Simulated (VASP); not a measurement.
# La (C2/c) in VASP: notebook

Runs on La. Level: LDA. Tasks: single point.

Everything below comes from runs of VASP 6.6.1. Logs are shortened: lines on timing, memory, paths and dates and some standing lists are left out, and cuts for length are marked.

## (1) The cell of the first run

The typed cell holds 2 atoms: a = 4.503 Å, b = 4.503 Å, c = 4.524 Å, α = 99.25°, β = 99.25°, γ = 132.68°.

## (2) Single point, LDA

The input, INCAR:

```
PREC     = Accurate       # precision mode
ENCUT    = 520            # plane-wave cutoff, eV
EDIFF    = 1E-6           # SCF threshold, eV
ISMEAR   = -1             # smearing method
SIGMA    = 0.1            # smearing width, eV
LREAL    = False          # projectors in reciprocal space
LASPH    = True           # aspherical terms in the spheres
NELM     = 60             # most SCF steps
ALGO     = Normal         # electronic algorithm
ISIF     = 2              # what is computed and relaxed
LWAVE    = False          # write WAVECAR
LCHARG   = False          # write CHGCAR
ISYM     = 0            
NBANDS   = 18             # bands
```

The input, KPOINTS:

```
regular mesh
0
Gamma
  10 10 7
```

The input, POSCAR:

```
La
1.0
   -2.9173700286      2.9159283734      1.8073289617
    2.9159283734     -2.9173700286      1.8073289617
    2.9319858921      2.9319858921     -1.8099693559
La
2
Direct
    0.0001551023      0.9998448977      0.0000000000
    0.7498448977      0.2501551023      0.5000000000
```

Potentials or basis: VASP PAW LDA potentials, release 64 (La).

Command:

```console
$ cat potpaw_LDA.64/La/POTCAR > POTCAR
$ mpirun -np 1 vasp_std > vasp.out
```

OUTCAR:

```text
PREC = Accurate
   ENCUT = 520
   EDIFF = 1E-6
   ISMEAR = -1
   LREAL = False
   LASPH = True
   NELM = 60
   ISIF = 2
   ISYM = 0

 ion  position               nearest neighbor table
   1  0.000  1.000  0.000-   2 3.06   2 3.06   2 3.06   2 3.06
   2  0.750  0.250  0.500-   1 3.06   1 3.06   1 3.06   1 3.06

IMPORTANT INFORMATION: All symmetrisations will be switched off!
NOSYMM: (Re-)initialisation of all symmetry stuff for point group C_1.

----------------------------------------------------------------------------------------

                                     Primitive cell

  volume of cell :      61.8068

  direct lattice vectors                    reciprocal lattice vectors
    -2.917370029  2.915928373  1.807328962    -0.000302761  0.171126837  0.276719482
     2.915928373 -2.917370029  1.807328962     0.171126837 -0.000302761  0.276719482
     2.931985892  2.931985892 -1.809969356     0.170574878  0.170574878  0.000136063

  length of vectors
     4.503345883  4.503345883  4.524275811     0.325358507  0.325358507  0.241229344

  position of ions in fractional coordinates (direct lattice)
     0.000155102  0.999844898  1.000000000
     0.749844898  0.250155102  0.500000000

  ion indices of the primitive-cell ions
   primitive index   ion index
                 1           1
                 2           2

----------------------------------------------------------------------------------------

 KPOINTS: regular mesh

Automatic generation of k-mesh.
 Grid dimensions read from file:
 generate k-points for:   10   10    7

 Generating k-lattice:

  Cartesian coordinates                     Fractional coordinates (reciprocal lattice)
    -0.000030276  0.017112684  0.027671948     0.100000000 -0.000000000  0.000000000
     0.017112684 -0.000030276  0.027671948    -0.000000000  0.100000000  0.000000000
     0.024367840  0.024367840  0.000019438    -0.000000000 -0.000000000  0.142857143

  Length of vectors
     0.032535851  0.032535851  0.034461335

  Shift w.r.t. Gamma in fractional coordinates (k-lattice)
     0.000000000  0.000000000  0.000000000

 Subroutine IBZKPT returns following result:
 ===========================================

 Found    352 irreducible k-points:

 Following reciprocal coordinates:
            Coordinates               Weight
  0.000000  0.000000  0.000000      1.000000
  0.100000 -0.000000  0.000000      2.000000
[... 38 lines left out ...]
   LASPH  =      T    aspherical Exc in radial PAW
   ENCUT  =  520.0 eV  38.22 Ry    6.18 a.u.   8.37  8.37  8.41*2*pi/ulx,y,z
   NELM   =     60;   NELMIN=  2; NELMDL= -5     # of ELM steps
   EDIFF  = 0.1E-05   stopping-criterion for ELM
   LREAL  =      F    real-space projection
   EDIFFG = 0.1E-04   stopping-criterion for IOM
   NSW    =      0    number of steps for IOM
   IBRION =     -1    ionic relax: 0-MD 1-quasi-New 2-CG
   NFREE  =      0    steps in history (QN), initial steepest desc. (CG)
   ISIF   =      2    stress and relaxation
   ISYM   =      0    0-nonsym 1-usesym 2-fastsym
   POTIM  = 0.5000    time-step for ionic-motion
   TEBEG  =    0.0;   TEEND  =   0.0 temperature during run
   PSTRESS=    0.0 pullay stress
   NELECT =      22.0000    total number of electrons
   NUPDOWN=      -1.0000    fix difference up-down
   EMIN   =  10.00;   EMAX   =-10.00  energy-range for DOS
   EFERMI =   0.00;   METHOD = LEGACY
   ISMEAR =    -1;   SIGMA  =   0.10  broadening in eV -4-tet -1-fermi 0-gaus
   EFERMI_NEDOS =   21; number of points for ismear=-14 and -15
   IALGO  =     38    algorithm
   IMIX   =      4    mixing-type and parameters
     AMIX     =   0.40;   BMIX     =  1.00
     AMIX_MAG =   1.60;   BMIX_MAG =  1.00
  volume/ion in A,a.u.               =      30.90       208.55
  Fermi-wavevector in a.u.,A,eV,Ry     =   1.160211  2.192481 18.314658  1.346089
  Thomas-Fermi vector in A             =   2.296796
   LORBIT       =      0    0 simple, 1 ext, 2 COOP (PROOUT), +10 PAW based schemes
   GGA     = CA    functional components
   LHFCALC =     F    Hartree Fock is set to
   AEXX    =    0.0000 exact exchange contribution
   IVDW    =     0    specifies the selected vdW correction
   LEPSILON=     F    determine dielectric tensor
   LRPA    =     F    only Hartree local field effects (RPA)
 non-spin polarized calculation
  energy-cutoff  :      520.00
  volume of cell :       61.81
 maximum number of plane-waves:      1686
 NGX is ok and might be reduce to    36
   NGX = 17   NGY = 17   NGZ = 17

 number of electron      22.0000000 magnetization

 Free energy of the ion-electron system (eV)
  ---------------------------------------------------
  ext. energy  EPLUGINS =         0.00000000
  ---------------------------------------------------
  free energy    TOTEN  =       -10.80839294 eV

  energy without entropy =      -10.71026542  energy(sigma->0) =      -10.75932918

 E-fermi :   9.3798     XC(G=0): -10.4913

 val. band max:        9.3793337569   @ k =   0.5000   0.4000   0.2857
 cond. band min:       9.3812889563   @ k =   0.0000  -0.2000  -0.0000
 fundamental gap:      0.0019551994
 Fermi energy:         9.3797828528

 k-point     1 :       0.0000    0.0000    0.0000
  band No.  band energies     occupation
      1     -23.5106      2.00000
      2     -22.4000      2.00000
      3      -8.1346      2.00000
      4      -8.1103      2.00000
      5      -6.1993      2.00000
      6      -6.1214      2.00000
[... 481 lines left out ...]
      5      -6.8607      2.00000
      6      -6.4135      2.00000
[... 10 lines left out ...]
     17      11.3763      0.00000
     18      11.4719      0.00000

 [... further k-points ...]

------------------------ aborting loop because EDIFF is reached ----------------------------------------

  FORCE on cell =-STRESS in cart. coord.  units (eV):
  Direction    XX          YY          ZZ          XY          YZ          ZX
  --------------------------------------------------------------------------------------
  -------------------------------------------------------------------------------------
  Total       -0.0729242     -0.0729242     -0.0163484     -0.0022673     -0.0014364     -0.0014390
  in kB       -1.8903668     -1.8903661     -0.4237898     -0.0587745     -0.0372346     -0.0373010
  external PRESSURE =      -1.4015076 kB  Pullay stress =       0.0000000 kB

 VOLUME and BASIS-vectors are now :
 -----------------------------------------------------------------------------
  energy-cutoff  :      520.00
  volume of cell :       61.81
      direct lattice vectors                 reciprocal lattice vectors
    -2.917370029  2.915928373  1.807328962    -0.000302761  0.171126837  0.276719482
     2.915928373 -2.917370029  1.807328962     0.171126837 -0.000302761  0.276719482
     2.931985892  2.931985892 -1.809969356     0.170574878  0.170574878  0.000136063

 POSITION                                       TOTAL-FORCE (eV/Angst)
 -----------------------------------------------------------------------------------
      2.91502     -2.91647      1.80733         0.000135     -0.000172     -0.000007
      0.00785      2.92269      0.90234        -0.000135      0.000172      0.000007
 -----------------------------------------------------------------------------------
    total drift:                               -0.000012      0.000016      0.000012

  FREE ENERGIE OF THE ION-ELECTRON SYSTEM (eV)
  ---------------------------------------------------
  free  energy   TOTEN  =       -10.8083929382 eV

  energy  without entropy=      -10.7102654159  energy(sigma->0) =      -10.75932918
```

stdout:

```text
POSCAR found type information on POSCAR La
 POSCAR found :  1 types and       2 ions
 scaLAPACK will be used
 LDA part: xc-table for (Slater(with rela. corr.)+CA(PZ))
 , standard interpolation
 POSCAR, INCAR and KPOINTS ok, starting setup
 FFT: planning ... GRIDC
 FFT: planning ... GRID_SOFT
 FFT: planning ... GRID
 WAVECAR not read
 entering main loop
```

Wall time 4.4 min (1 thread of AMD EPYC 9R45 (Zen 5), shared host); peak memory 0.46 GiB.

What came out:

```
Free energy            : -10.8084 eV
Pressure               : -0.1 GPa
Band gap on the k mesh : zero (bands 11 and 12 overlap by 1.35 eV)
```

Stress tensor (GPa, compression positive):
```
-0.19 -0.01  0.00
-0.01 -0.19  0.00
 0.00  0.00 -0.04
```

Levels at points of the mesh, in eV from the Fermi level:
| k point | band 8 | band 9 | band 10 | band 11 | band 12 | band 13 | band 14 | band 15 |
| --- | --- | --- | --- | --- | --- | --- | --- | --- |
| (0.00, 0.00, 0.00) | -14.87 | -2.86 | -2.70 | -0.53 | -0.22 | 0.71 | 1.16 | 1.16 |
| (0.50, 0.00, 0.00) | -14.82 | -1.81 | -1.48 | -0.32 | 0.51 | 1.06 | 1.40 | 1.66 |
| (0.00, 0.50, 0.00) | -14.82 | -1.81 | -1.48 | -0.32 | 0.51 | 1.06 | 1.40 | 1.66 |
| (0.50, 0.50, 0.00) | -15.20 | -1.27 | -1.26 | 0.19 | 0.19 | 1.19 | 1.19 | 1.81 |

Caveat: spin-orbit coupling is left out, which moves the levels of the heavy elements.

[end of part 1 of 3]
